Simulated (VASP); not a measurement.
# TaN (P-6m2) in VASP: notebook

Runs on TaN. Level: PBEsol. Tasks: single point, relaxation of cell and atoms.

Program: VASP 6.6.1. These are calculated values, not measurements. Logs are shortened: lines on timing, memory, paths and dates and some standing lists are left out, and cuts for length are marked.

## (1) The cell of the first run

The structure is hexagonal, space group P-6m2 (No. 187). Conventional cell: a = 2.883 Å, b = 2.883 Å, c = 2.837 Å, α = 90.00°, β = 90.00°, γ = 120.00°. Ta (site symmetry -6m2) has 6 N at 2.19 Å and 8 Ta at 2.84 to 2.88 Å within 2.9 Å. Within 2.9 Å of N (site symmetry -6m2) lie 6 Ta at 2.19 Å and 8 N at 2.84 to 2.88 Å.

## (2) Single point, PBEsol

Input file INCAR:

```
PREC = Accurate
ENCUT = 520
EDIFF = 1E-6
ISMEAR = -1
SIGMA = 0.15
LREAL = F
LASPH = T
NELM = 80
ALGO = Normal
ISIF = 2
LWAVE = F
LCHARG = T
GGA = PS
LELF = T
LVHAR = T
NBANDS = 15
```

Input file KPOINTS:

```
Automatic mesh
0
Gamma
  18 18 14
```

Input file POSCAR:

```
TaN
1.0
    2.8825032644      0.0000000000      0.0000000000
   -1.4412516322      2.4963210534      0.0000000000
    0.0000000000      0.0000000000      2.8365585576
Ta N
1 1
Direct
    0.3333333333      0.6666666667      0.5000000000
    0.0000000000      0.0000000000      0.0000000000
```

Potentials or basis: VASP PAW PBE potentials, release 64 (Ta_pv, N).

On the command line:

```bash
> cat potpaw_PBE.64/Ta_pv/POTCAR potpaw_PBE.64/N/POTCAR > POTCAR
> mpirun -np 1 vasp_std > vasp.out
```

OUTCAR:

```text
PREC = Accurate
   ENCUT = 520
   EDIFF = 1E-6
   ISMEAR = -1
   LREAL = F
   LASPH = T
   NELM = 80
   ISIF = 2
   GGA = PS

 ion  position               nearest neighbor table
   1  0.333  0.667  0.500-   2 2.19   2 2.19   2 2.19   2 2.19   2 2.19   2 2.19
   2  0.000  0.000  0.000-   1 2.19   1 2.19   1 2.19   1 2.19   1 2.19   1 2.19

  LATTYP: Found a hexagonal cell.
 ALAT       =     2.8825032644
 C/A-ratio  =     0.9840608310

  Lattice vectors:

 A1 = (   2.8825032644,   0.0000000000,   0.0000000000)
 A2 = (  -1.4412516322,   2.4963210534,   0.0000000000)
 A3 = (   0.0000000000,   0.0000000000,   2.8365585576)

Analysis of symmetry for initial positions (statically):
=====================================================================
 Subroutine PRICEL returns:
 Original cell was already a primitive cell.

 Routine SETGRP: Setting up the symmetry group for a
 hexagonal supercell.

 Subroutine GETGRP returns: Found 12 space group operations
 (whereof 12 operations were pure point group operations)
 out of a pool of 24 trial point group operations.

The static configuration has the point symmetry D_3h.

Analysis of symmetry for dynamics (positions and initial velocities):
=====================================================================
 Subroutine PRICEL returns:
 Original cell was already a primitive cell.

 Routine SETGRP: Setting up the symmetry group for a
 hexagonal supercell.

 Subroutine GETGRP returns: Found 12 space group operations
 (whereof 12 operations were pure point group operations)
 out of a pool of 24 trial point group operations.

The dynamic configuration has the point symmetry D_3h.

 Subroutine INISYM returns: Found 12 space group operations
 (whereof 12 operations are pure point group operations),
 and found     1 'primitive' translations

----------------------------------------------------------------------------------------

                                     Primitive cell

  volume of cell :      20.4109

  direct lattice vectors                    reciprocal lattice vectors
     2.882503264  0.000000000  0.000000000     0.346920683  0.200294749  0.000000000
    -1.441251632  2.496321053  0.000000000     0.000000000  0.400589499  0.000000000
     0.000000000  0.000000000  2.836558558     0.000000000  0.000000000  0.352539875

  length of vectors
     2.882503264  2.882503264  2.836558558     0.400589499  0.400589499  0.352539875

  position of ions in fractional coordinates (direct lattice)
     0.333333333  0.666666667  0.500000000
     0.000000000  0.000000000  0.000000000

  ion indices of the primitive-cell ions
   primitive index   ion index
                 1           1
                 2           2

----------------------------------------------------------------------------------------

 KPOINTS: Automatic mesh

Automatic generation of k-mesh.
 Grid dimensions read from file:
 generate k-points for:   18   18   14

 Generating k-lattice:

  Cartesian coordinates                     Fractional coordinates (reciprocal lattice)
     0.019273371  0.011127486  0.000000000     0.055555556 -0.000000000  0.000000000
     0.000000000  0.022254972  0.000000000     0.000000000  0.055555556  0.000000000
     0.000000000  0.000000000  0.025181420     0.000000000  0.000000000  0.071428571

  Length of vectors
     0.022254972  0.022254972  0.025181420

  Shift w.r.t. Gamma in fractional coordinates (k-lattice)
     0.000000000  0.000000000  0.000000000

 Subroutine IBZKPT returns following result:
 ===========================================

 Found    296 irreducible k-points:

 Following reciprocal coordinates:
            Coordinates               Weight
  0.000000  0.000000  0.000000      1.000000
  0.055556 -0.000000  0.000000      6.000000
  0.111111 -0.000000  0.000000      6.000000
  0.166667 -0.000000  0.000000      6.000000
  0.222222 -0.000000  0.000000      6.000000
  0.277778 -0.000000  0.000000      6.000000
[... 16 lines left out ...]
  0.333333  0.111111  0.000000     12.000000
  0.388889  0.111111  0.000000     12.000000
 [... further k-points ...]
   k-points           NKPTS =    296   k-points in BZ     NKDIM =    296   number of bands    NBANDS=     15
   number of dos      NEDOS =    301   number of ions     NIONS =      2
   total plane-waves  NPLWV =  13824
   dimension x,y,z NGX =    24 NGY =   24 NGZ =   24
   dimension x,y,z NGXF=    48 NGYF=   48 NGZF=   48
   ions per type =               1   1
   NGX,Y,Z   is equivalent  to a cutoff of  13.84, 13.84, 14.07 a.u.
   NGXF,Y,Z  is equivalent  to a cutoff of  27.68, 27.68, 28.13 a.u.
 SYSTEM =  unknown system
   PREC   = accura    normal or accurate (medium, high low for compatibility)
   ISTART =      0    job   : 0-new  1-cont  2-samecut
   ICHARG =      2    charge: 1-file 2-atom 10-const
   ISPIN  =      1    spin polarized calculation?
   LNONCOLLINEAR =      F non collinear calculations
   LSORBIT =      F    spin-orbit coupling
   LASPH  =      T    aspherical Exc in radial PAW
   ENCUT  =  520.0 eV  38.22 Ry    6.18 a.u.   5.36  5.36  5.27*2*pi/ulx,y,z
   NELM   =     80;   NELMIN=  2; NELMDL= -5     # of ELM steps
   EDIFF  = 0.1E-05   stopping-criterion for ELM
   LREAL  =      F    real-space projection
   EDIFFG = 0.1E-04   stopping-criterion for IOM
   NSW    =      0    number of steps for IOM
   IBRION =     -1    ionic relax: 0-MD 1-quasi-New 2-CG
   NFREE  =      0    steps in history (QN), initial steepest desc. (CG)
   ISIF   =      2    stress and relaxation
   ISYM   =      2    0-nonsym 1-usesym 2-fastsym
   POTIM  = 0.5000    time-step for ionic-motion
   TEBEG  =    0.0;   TEEND  =   0.0 temperature during run
   PSTRESS=    0.0 pullay stress
   NELECT =      16.0000    total number of electrons
   NUPDOWN=      -1.0000    fix difference up-down
   EMIN   =  10.00;   EMAX   =-10.00  energy-range for DOS
   EFERMI =   0.00;   METHOD = LEGACY
   ISMEAR =    -1;   SIGMA  =   0.15  broadening in eV -4-tet -1-fermi 0-gaus
   EFERMI_NEDOS =   21; number of points for ismear=-14 and -15
   IALGO  =     38    algorithm
   IMIX   =      4    mixing-type and parameters
     AMIX     =   0.40;   BMIX     =  1.00
     AMIX_MAG =   1.60;   BMIX_MAG =  1.00
  volume/ion in A,a.u.               =      10.21        68.87
  Fermi-wavevector in a.u.,A,eV,Ry     =   1.509480  2.852504 31.001299  2.278531
  Thomas-Fermi vector in A             =   2.619797
   LORBIT       =      0    0 simple, 1 ext, 2 COOP (PROOUT), +10 PAW based schemes
   GGA     = PS    functional components
   LHFCALC =     F    Hartree Fock is set to
   AEXX    =    0.0000 exact exchange contribution
   IVDW    =     0    specifies the selected vdW correction
   LEPSILON=     F    determine dielectric tensor
   LRPA    =     F    only Hartree local field effects (RPA)
 non-spin polarized calculation
  energy-cutoff  :      520.00
  volume of cell :       20.41
 maximum number of plane-waves:       574
 NGX is ok and might be reduce to    24
   NGX = 11   NGY = 11   NGZ = 11

 number of electron      15.9999999 magnetization

 Free energy of the ion-electron system (eV)
  ---------------------------------------------------
  ext. energy  EPLUGINS =         0.00000000
  ---------------------------------------------------
  free energy    TOTEN  =       -23.76257727 eV

  energy without entropy =      -23.75278705  energy(sigma->0) =      -23.75768216

 E-fermi :   8.7043     XC(G=0): -13.8047

 val. band max:        8.6948586747   @ k =   0.0556  -0.0000   0.4286
 cond. band min:       8.7730680434   @ k =   0.0000   0.0000   0.3571
 fundamental gap:      0.0782093687
 Fermi energy:         8.7043354226

 k-point     1 :       0.0000    0.0000    0.0000
  band No.  band energies     occupation
      1     -25.9581      2.00000
      2     -25.6484      2.00000
      3     -25.6484      2.00000
      4      -9.4823      2.00000
      5       3.8848      2.00000
      6       3.8848      2.00000
      7       4.1752      2.00000
      8       5.6832      2.00000
      9      11.3238      0.00000
     10      12.5104      0.00000
     11      12.5104      0.00000
     12      12.9655      0.00000
     13      12.9655      0.00000
     14      22.0277      0.00000
     15      22.3865      0.00000

 k-point     2 :       0.0556   -0.0000    0.0000
  band No.  band energies     occupation
      1     -25.9527      2.00000
      2     -25.6907      2.00000
      3     -25.6572      2.00000
      4      -9.4095      2.00000
      5       3.6626      2.00000
      6       3.9396      2.00000
      7       4.2920      2.00000
      8       5.5781      2.00000
      9      11.5813      0.00000
     10      12.3539      0.00000
     11      12.5192      0.00000
     12      12.9280      0.00000
     13      13.0614      0.00000
     14      22.0238      0.00000
     15      22.3764      0.00000

 k-point     3 :       0.1111   -0.0000    0.0000
  band No.  band energies     occupation
      1     -25.9372      2.00000
      2     -25.8109      2.00000
      3     -25.6825      2.00000
      4      -9.1996      2.00000
      5       3.1521      2.00000
      6       4.0956      2.00000
      7       4.5525      2.00000
      8       5.2929      2.00000
      9      11.9302      0.00000
     10      12.2754      0.00000
     11      12.5562      0.00000
     12      12.8219      0.00000
     13      13.3096      0.00000
     14      22.0090      0.00000
     15      22.3514      0.00000
[... 343 lines left out ...]
 k-point    23 :       0.3333    0.1111    0.0000
  band No.  band energies     occupation
      1     -26.7520      2.00000
      2     -25.9896      2.00000
      3     -25.7922      2.00000
      4      -7.1437      2.00000
      5       0.4560      2.00000
      6       3.3897      2.00000
      7       4.3788      2.00000
      8       6.2008      2.00000
      9      11.2323      0.00000
     10      11.2376      0.00000
     11      13.9340      0.00000
     12      15.0495      0.00000
     13      16.9707      0.00000
     14      22.1552      0.00000
     15      22.5873      0.00000

 k-point    24 :       0.3889    0.1111    0.0000
  band No.  band energies     occupation
      1     -26.8395      2.00000
      2     -26.0211      2.00000
      3     -25.7772      2.00000
      4      -6.9112      2.00000
      5       0.2622      2.00000
      6       3.2383      2.00000
      7       4.2326      2.00000
      8       6.2614      2.00000
      9      11.0867      0.00000
     10      11.9821      0.00000
     11      13.6317      0.00000
     12      15.1265      0.00000
     13      17.8800      0.00000
     14      21.5024      0.00000
     15      22.3011      0.00000

 [... further k-points ...]

------------------------ aborting loop because EDIFF is reached ----------------------------------------

  FORCE on cell =-STRESS in cart. coord.  units (eV):
  Direction    XX          YY          ZZ          XY          YZ          ZX
  --------------------------------------------------------------------------------------
  -------------------------------------------------------------------------------------
  Total        2.1632271      2.1632271      2.1939050     -0.0000000      0.0000000      0.0000000
  in kB      169.8050873    169.8050873    172.2131867     -0.0000000      0.0000000      0.0000000
  external PRESSURE =     170.6077871 kB  Pullay stress =       0.0000000 kB

 VOLUME and BASIS-vectors are now :
 -----------------------------------------------------------------------------
  energy-cutoff  :      520.00
  volume of cell :       20.41
      direct lattice vectors                 reciprocal lattice vectors
     2.882503264  0.000000000  0.000000000     0.346920683  0.200294749  0.000000000
    -1.441251632  2.496321053  0.000000000     0.000000000  0.400589499  0.000000000
     0.000000000  0.000000000  2.836558558     0.000000000  0.000000000  0.352539875

 POSITION                                       TOTAL-FORCE (eV/Angst)
 -----------------------------------------------------------------------------------
     -0.00000      1.66421      1.41828         0.000000      0.000000      0.000000
      0.00000      0.00000      0.00000        -0.000000     -0.000000      0.000000
 -----------------------------------------------------------------------------------
    total drift:                                0.000000     -0.000000     -0.000000

  FREE ENERGIE OF THE ION-ELECTRON SYSTEM (eV)
  ---------------------------------------------------
  free  energy   TOTEN  =       -23.7625772664 eV

  energy  without entropy=      -23.7527870533  energy(sigma->0) =      -23.75768216
```

It took 31 s on 1 thread of Intel Xeon Platinum 8559C (Emerald Rapids), shared host; peak memory 0.21 GiB.

What came out:

| Property | Result |
| --- | --- |
| Free energy | -23.7626 eV |
| Pressure | 17.1 GPa |
| Band gap on the k mesh | zero (bands 8 and 9 overlap by 0.35 eV) |

Levels at points of the mesh, in eV from the Fermi level:
| k point | band 4 | band 5 | band 6 | band 7 | band 8 | band 9 | band 10 | band 11 | band 12 | band 13 |
| --- | --- | --- | --- | --- | --- | --- | --- | --- | --- | --- |
| (0.00, 0.00, 0.00) | -18.19 | -4.82 | -4.82 | -4.53 | -3.02 | 2.62 | 3.81 | 3.81 | 4.26 | 4.26 |
| (0.50, 0.00, 0.00) | -15.64 | -8.65 | -5.53 | -3.77 | -3.28 | 3.16 | 4.37 | 5.48 | 5.70 | 7.91 |
| (0.00, 0.00, 0.50) | -15.18 | -9.76 | -3.95 | -3.95 | -0.16 | -0.16 | 2.53 | 3.45 | 3.45 | 8.61 |
| (0.50, 0.00, 0.50) | -16.10 | -7.69 | -6.45 | -6.03 | -0.27 | 4.52 | 5.78 | 6.52 | 7.59 | 10.89 |

Caveat: the cell stands under pressure; the PAW data sets were made with another functional, which shifts forces and pressure a little; spin-orbit coupling is left out, which moves the levels of the heavy elements.

## (3) Single point, PBEsol

This run uses another cell than the first one, of 10.63 Å³/atom.

Input file INCAR:

```
SYSTEM = TaN
PREC = Accurate ; ENCUT = 520
EDIFF = 1E-6 ; ISMEAR = 0
SIGMA = 0.1 ; LREAL = .FALSE.
LASPH = .TRUE. ; NELM = 100
ALGO = Normal ; ISIF = 2
LWAVE = .FALSE. ; LCHARG = .FALSE.
GGA = PS ; NBANDS = 15
ISYM = 0
```

Input file KPOINTS:

```
Automatic mesh
0
G
  12 6 29
  0 0 0
```

Input file POSCAR:

```
TaN
1.0
    2.9239890447      0.0000000000      0.0000000000
   -1.4619945224      6.2750771106      0.0000000000
    0.0000000000     -2.6266058737      1.1584553433
Ta N
1 1
Direct
    0.6666666667      0.3333333333      0.1666666667
    0.0000000000      0.0000000000      0.0000000000
```

Potentials or basis: VASP PAW PBE potentials, release 64 (Ta_pv, N).

On the command line:

```bash
> cat potpaw_PBE.64/Ta_pv/POTCAR potpaw_PBE.64/N/POTCAR > POTCAR
> mpirun -np 1 vasp_std > vasp.out
```

It took 3.2 min on 1 thread of Intel Xeon Platinum 8559C (Emerald Rapids), shared host; peak memory 0.47 GiB.

The run converged. Its results:

```
Free energy            : -23.8059 eV
Pressure               : 0.8 GPa
Band gap on the k mesh : zero (bands 8 and 9 overlap by 0.21 eV)
```

Stress tensor (GPa, compression positive):
```
 0.77  0.00  0.00
 0.00  0.98 -0.11
 0.00 -0.11  0.79
```

Levels at points of the mesh, in eV from the Fermi level:
```csv
k point,band 4,band 5,band 6,band 7,band 8,band 9,band 10,band 11,band 12,band 13
"(0.00, 0.00, 0.00)",-17.85,-4.63,-4.63,-4.30,-2.94,2.32,3.65,3.65,4.05,4.05
"(0.50, 0.00, 0.00)",-15.47,-8.40,-5.28,-3.57,-3.20,3.03,4.12,5.28,5.40,7.54
"(0.00, 0.50, 0.00)",-15.47,-8.40,-5.28,-3.57,-3.20,3.03,4.12,5.28,5.40,7.54
"(0.50, 0.50, 0.00)",-15.47,-8.40,-5.28,-3.57,-3.20,3.03,4.12,5.28,5.40,7.54
```

Caveat: the PAW data sets were made with another functional, which shifts forces and pressure a little; spin-orbit coupling is left out, which moves the levels of the heavy elements.

(Part 1 of 3 ends here.)
